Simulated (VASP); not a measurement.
# Li (Fm-3m) in VASP: a series of runs

The runs below take Li through single point, with r2SCAN.

Everything below comes from runs of VASP 6.6.1. Logs are shortened: lines on timing, memory, paths and dates and some standing lists are left out, and cuts for length are marked.

## (1) The cell of the first run

It takes space group Fm-3m (No. 225, cubic). The conventional cell has a = 4.258 Å, b = 4.258 Å, c = 4.258 Å, α = 90.00°, β = 90.00°, γ = 90.00°. Within 4.0 Å of Li (site symmetry m-3m) lie 12 Li at 3.01 Å.

This isn't the form of Li at room conditions, which is bcc.

## (2) Single point, r2SCAN (19.30 Å³/atom)

Input file POSCAR:

```
Li
1.0
    0.0000000000      2.1289857994      2.1289857994
    2.1289857994      0.0000000000      2.1289857994
    2.1289857994      2.1289857994      0.0000000000
Li
1
Direct
    0.0000000000      0.0000000000      0.0000000000
```

Input file INCAR.step1:

```
SYSTEM = Li
ALGO     = Normal         ! electronic algorithm
EDIFF    = 1E-5           ! SCF threshold, eV
ENCUT    = 830            ! plane-wave cutoff, eV
GGA      = PE             ! functional
GGA_COMPAT= .False.      
ISMEAR   = -1             ! smearing method
LASPH    = .True.         ! aspherical terms in the spheres
LCHARG   = .False.        ! write CHGCAR
LREAL    = .False.        ! projectors in reciprocal space
LWAVE    = .True.         ! write WAVECAR
NBANDS   = 8              ! bands
NELM     = 120            ! most SCF steps
PREC     = Accurate       ! precision mode
SIGMA    = 0.1            ! smearing width, eV
```

Input file INCAR.step2:

```
SYSTEM = Li
ALGO     = Normal         ! electronic algorithm
EDIFF    = 1E-6           ! SCF threshold, eV
ENCUT    = 830            ! plane-wave cutoff, eV
GGA_COMPAT= .False.      
ISIF     = 2              ! what is computed and relaxed
ISMEAR   = -1             ! smearing method
ISTART   = 1            
LASPH    = .True.         ! aspherical terms in the spheres
LCHARG   = .True.         ! write CHGCAR
LELF     = .True.         ! ELF
LMIXTAU  = .True.       
LREAL    = .False.        ! projectors in reciprocal space
LVHAR    = .True.       
LWAVE    = .False.        ! write WAVECAR
METAGGA  = R2SCAN         ! meta-GGA
NBANDS   = 8              ! bands
NELM     = 120            ! most SCF steps
PREC     = Accurate       ! precision mode
SIGMA    = 0.1            ! smearing width, eV
```

Input file KPOINTS:

```
k-points
0
Gamma
  14 14 14
  0 0 0
```

Potentials or basis: VASP PAW PBE potentials, release 64 (Li_sv).

Run with:

```bash
> cat potpaw_PBE.64/Li_sv/POTCAR > POTCAR
> cp INCAR.step1 INCAR
> mpirun -np 1 vasp_std > vasp.out
> cp INCAR.step2 INCAR
> mpirun -np 1 vasp_std > vasp.out
```

OUTCAR:

```text
SYSTEM = Li
   EDIFF = 1E-6
   ENCUT = 830
   ISIF = 2
   ISMEAR = -1
   ISTART = 1
   LASPH = .True.
   LREAL = .False.
   METAGGA = R2SCAN
   NELM = 120
   PREC = Accurate

 ion  position               nearest neighbor table
   1  0.000  0.000  0.000-

  LATTYP: Found a face centered cubic cell.
 ALAT       =     4.2579715988

  Lattice vectors:

 A1 = (   0.0000000000,   2.1289857994,   2.1289857994)
 A2 = (   2.1289857994,   0.0000000000,   2.1289857994)
 A3 = (   2.1289857994,   2.1289857994,   0.0000000000)

Analysis of symmetry for initial positions (statically):
=====================================================================
 Subroutine PRICEL returns:
 Original cell was already a primitive cell.

 Routine SETGRP: Setting up the symmetry group for a
 face centered cubic supercell.

 Subroutine GETGRP returns: Found 48 space group operations
 (whereof 48 operations were pure point group operations)
 out of a pool of 48 trial point group operations.

The static configuration has the point symmetry O_h .

Analysis of symmetry for dynamics (positions and initial velocities):
=====================================================================
 Subroutine PRICEL returns:
 Original cell was already a primitive cell.

 Routine SETGRP: Setting up the symmetry group for a
 face centered cubic supercell.

 Subroutine GETGRP returns: Found 48 space group operations
 (whereof 48 operations were pure point group operations)
 out of a pool of 48 trial point group operations.

The dynamic configuration has the point symmetry O_h .

 Subroutine INISYM returns: Found 48 space group operations
 (whereof 48 operations are pure point group operations),
 and found     1 'primitive' translations

----------------------------------------------------------------------------------------

                                     Primitive cell

  volume of cell :      19.2996

  direct lattice vectors                    reciprocal lattice vectors
     0.000000000  2.128985799  2.128985799    -0.234853610  0.234853610  0.234853610
     2.128985799  0.000000000  2.128985799     0.234853610 -0.234853610  0.234853610
     2.128985799  2.128985799  0.000000000     0.234853610  0.234853610 -0.234853610

  length of vectors
     3.010840592  3.010840592  3.010840592     0.406778384  0.406778384  0.406778384

  position of ions in fractional coordinates (direct lattice)
     0.000000000  0.000000000  0.000000000

  ion indices of the primitive-cell ions
   primitive index   ion index
                 1           1

----------------------------------------------------------------------------------------

 KPOINTS: k-points

Automatic generation of k-mesh.
 Grid dimensions read from file:
 generate k-points for:   14   14   14

 Generating k-lattice:

  Cartesian coordinates                     Fractional coordinates (reciprocal lattice)
    -0.016775258  0.016775258  0.016775258     0.071428571  0.000000000  0.000000000
     0.016775258 -0.016775258  0.016775258     0.000000000  0.071428571  0.000000000
     0.016775258  0.016775258 -0.016775258     0.000000000  0.000000000  0.071428571

  Length of vectors
     0.029055599  0.029055599  0.029055599

  Shift w.r.t. Gamma in fractional coordinates (k-lattice)
     0.000000000  0.000000000  0.000000000

 Subroutine IBZKPT returns following result:
 ===========================================

 Found    104 irreducible k-points:

 Following reciprocal coordinates:
            Coordinates               Weight
  0.000000  0.000000  0.000000      1.000000
  0.071429  0.000000  0.000000      8.000000
  0.142857  0.000000  0.000000      8.000000
  0.214286  0.000000  0.000000      8.000000
  0.285714  0.000000  0.000000      8.000000
  0.357143  0.000000  0.000000      8.000000
[... 16 lines left out ...]
  0.214286  0.142857  0.000000     24.000000
  0.285714  0.142857  0.000000     24.000000
 [... further k-points ...]
   k-points           NKPTS =    104   k-points in BZ     NKDIM =    104   number of bands    NBANDS=      8
   number of dos      NEDOS =    301   number of ions     NIONS =      1
   total plane-waves  NPLWV =  21952
   dimension x,y,z NGX =    28 NGY =   28 NGZ =   28
   dimension x,y,z NGXF=    56 NGYF=   56 NGZF=   56
   ions per type =               1
   NGX,Y,Z   is equivalent  to a cutoff of  15.46, 15.46, 15.46 a.u.
   NGXF,Y,Z  is equivalent  to a cutoff of  30.92, 30.92, 30.92 a.u.
 SYSTEM =  Li
   PREC   = accura    normal or accurate (medium, high low for compatibility)
   ISTART =      1    job   : 0-new  1-cont  2-samecut
   ICHARG =      0    charge: 1-file 2-atom 10-const
   ISPIN  =      1    spin polarized calculation?
   LNONCOLLINEAR =      F non collinear calculations
   LSORBIT =      F    spin-orbit coupling
   LASPH  =      T    aspherical Exc in radial PAW
   ENCUT  =  830.0 eV  61.00 Ry    7.81 a.u.   7.07  7.07  7.07*2*pi/ulx,y,z
   NELM   =    120;   NELMIN=  2; NELMDL=  0     # of ELM steps
   EDIFF  = 0.1E-05   stopping-criterion for ELM
   LREAL  =      F    real-space projection
   EDIFFG = 0.1E-04   stopping-criterion for IOM
   NSW    =      0    number of steps for IOM
   IBRION =     -1    ionic relax: 0-MD 1-quasi-New 2-CG
   NFREE  =      0    steps in history (QN), initial steepest desc. (CG)
   ISIF   =      2    stress and relaxation
   ISYM   =      2    0-nonsym 1-usesym 2-fastsym
   POTIM  = 0.5000    time-step for ionic-motion
   TEBEG  =    0.0;   TEEND  =   0.0 temperature during run
   PSTRESS=    0.0 pullay stress
   NELECT =       3.0000    total number of electrons
   NUPDOWN=      -1.0000    fix difference up-down
   EMIN   =  10.00;   EMAX   =-10.00  energy-range for DOS
   EFERMI =   0.00;   METHOD = LEGACY
   ISMEAR =    -1;   SIGMA  =   0.10  broadening in eV -4-tet -1-fermi 0-gaus
   EFERMI_NEDOS =   21; number of points for ismear=-14 and -15
   IALGO  =     38    algorithm
   IMIX   =      4    mixing-type and parameters
     AMIX     =   0.40;   BMIX     =  1.00
     AMIX_MAG =   1.60;   BMIX_MAG =  1.00
  volume/ion in A,a.u.               =      19.30       130.24
  Fermi-wavevector in a.u.,A,eV,Ry     =   0.880236  1.663405 10.542005  0.774816
  Thomas-Fermi vector in A             =   2.000569
   LORBIT       =      0    0 simple, 1 ext, 2 COOP (PROOUT), +10 PAW based schemes
   METAGGA = R2SCAN    functional components
   LHFCALC =     F    Hartree Fock is set to
   AEXX    =    0.0000 exact exchange contribution
   IVDW    =     0    specifies the selected vdW correction
   LEPSILON=     F    determine dielectric tensor
   LRPA    =     F    only Hartree local field effects (RPA)
 non-spin polarized calculation
  energy-cutoff  :      830.00
  volume of cell :       19.30
 maximum number of plane-waves:      1067
   NGX = 15   NGY = 15   NGZ = 15

 number of electron       3.0000001 magnetization

 Free energy of the ion-electron system (eV)
  ---------------------------------------------------
  ext. energy  EPLUGINS =         0.00000000
  ---------------------------------------------------
  free energy    TOTEN  =        -2.38928489 eV

  energy without entropy =       -2.37654214  energy(sigma->0) =       -2.38291352

 E-fermi :   0.7460     XC(G=0):  -7.5747

 val. band max:        0.7406712699   @ k =   0.5000   0.0000   0.0000
 cond. band min:       0.7806594497   @ k =   0.5000   0.3571   0.1429
 fundamental gap:      0.0399881798
 Fermi energy:         0.7460146081

 k-point     1 :       0.0000    0.0000    0.0000
  band No.  band energies     occupation
      1     -47.2027      2.00000
      2      -3.1808      2.00000
      3      17.2920      0.00000
      4      17.2920      0.00000
      5      17.2920      0.00000
      6      20.7419      0.00000
      7      20.7419      0.00000
      8      20.7419      0.00000

 k-point     2 :       0.0714    0.0000    0.0000
  band No.  band energies     occupation
      1     -47.2016      2.00000
      2      -3.0793      2.00000
      3      15.9693      0.00000
      4      17.0056      0.00000
      5      17.0056      0.00000
      6      20.1824      0.00000
      7      21.2171      0.00000
      8      21.2171      0.00000

 k-point     3 :       0.1429    0.0000    0.0000
  band No.  band energies     occupation
      1     -47.1984      2.00000
      2      -2.7754      2.00000
      3      13.4707      0.00000
      4      16.4518      0.00000
      5      16.4518      0.00000
      6      20.2961      0.00000
      7      22.1276      0.00000
      8      22.1276      0.00000

 k-point     4 :       0.2143    0.0000    0.0000
  band No.  band energies     occupation
      1     -47.1937      2.00000
      2      -2.2702      2.00000
      3      10.9249      0.00000
      4      15.9445      0.00000
      5      15.9445      0.00000
      6      20.6097      0.00000
      7      21.9459      0.00000
      8      21.9459      0.00000

 k-point     5 :       0.2857    0.0000    0.0000
  band No.  band energies     occupation
      1     -47.1885      2.00000
      2      -1.5702      2.00000
      3       8.5712      0.00000
      4      15.5832      0.00000
      5      15.5832      0.00000
      6      20.6109      0.00000
      7      20.8297      0.00000
      8      20.8297      0.00000
[... 177 lines left out ...]
 k-point    22 :       0.1429    0.1429    0.0000
  band No.  band energies     occupation
      1     -47.1969      2.00000
      2      -2.6379      2.00000
      3      14.5765      0.00000
      4      14.5765      0.00000
      5      16.8966      0.00000
      6      17.2478      0.00000
      7      20.0351      0.00000
      8      24.4833      0.00000

 k-point    23 :       0.2143    0.1429    0.0000
  band No.  band energies     occupation
      1     -47.1935      2.00000
      2      -2.2636      2.00000
      3      12.7165      0.00000
      4      13.8803      0.00000
      5      16.7508      0.00000
      6      17.1446      0.00000
      7      18.7467      0.00000
      8      25.3716      0.00000

 k-point    24 :       0.2857    0.1429    0.0000
  band No.  band energies     occupation
      1     -47.1889      2.00000
      2      -1.6869      2.00000
      3      10.3242      0.00000
      4      13.4131      0.00000
      5      15.9561      0.00000
      6      16.8626      0.00000
      7      19.4513      0.00000
      8      24.8795      0.00000

 [... further k-points ...]
[... 5 lines left out ...]
  --------------------------------------------------------------------------------------
  -------------------------------------------------------------------------------------
  Total        0.0980145      0.0980145      0.0980145      0.0000000      0.0000000     -0.0000000
  in kB        8.1367846      8.1367846      8.1367846      0.0000000      0.0000000     -0.0000000
  external PRESSURE =       8.1367846 kB  Pullay stress =       0.0000000 kB

 VOLUME and BASIS-vectors are now :
 -----------------------------------------------------------------------------
  energy-cutoff  :      830.00
  volume of cell :       19.30
      direct lattice vectors                 reciprocal lattice vectors
     0.000000000  2.128985799  2.128985799    -0.234853610  0.234853610  0.234853610
     2.128985799  0.000000000  2.128985799     0.234853610 -0.234853610  0.234853610
     2.128985799  2.128985799  0.000000000     0.234853610  0.234853610 -0.234853610

 POSITION                                       TOTAL-FORCE (eV/Angst)
 -----------------------------------------------------------------------------------
      0.00000      0.00000      0.00000         0.000000      0.000000      0.000000
 -----------------------------------------------------------------------------------
    total drift:                               -0.000000     -0.000000     -0.000000

  FREE ENERGIE OF THE ION-ELECTRON SYSTEM (eV)
  ---------------------------------------------------
  free  energy   TOTEN  =        -2.3892848868 eV

  energy  without entropy=       -2.3765421442  energy(sigma->0) =       -2.38291352
```

It took 88 s on 1 thread of Intel Xeon Platinum 8124M at 3.00GHz (Skylake/Cascade Lake), shared host; peak memory 0.17 GiB.

What came out:

| Quantity | Value |
| --- | --- |
| Free energy | -2.3893 eV |
| Pressure | 0.8 GPa |
| Band gap on the k mesh | zero (an odd number of electrons rules out a gap without spin polarisation) |

Caveat: the PAW data sets were made with another functional, which shifts forces and pressure a little.

(Continued in part 2 of 3.)

The gap in the log of VASP goes by the Fermi energy; the results here count the filled bands.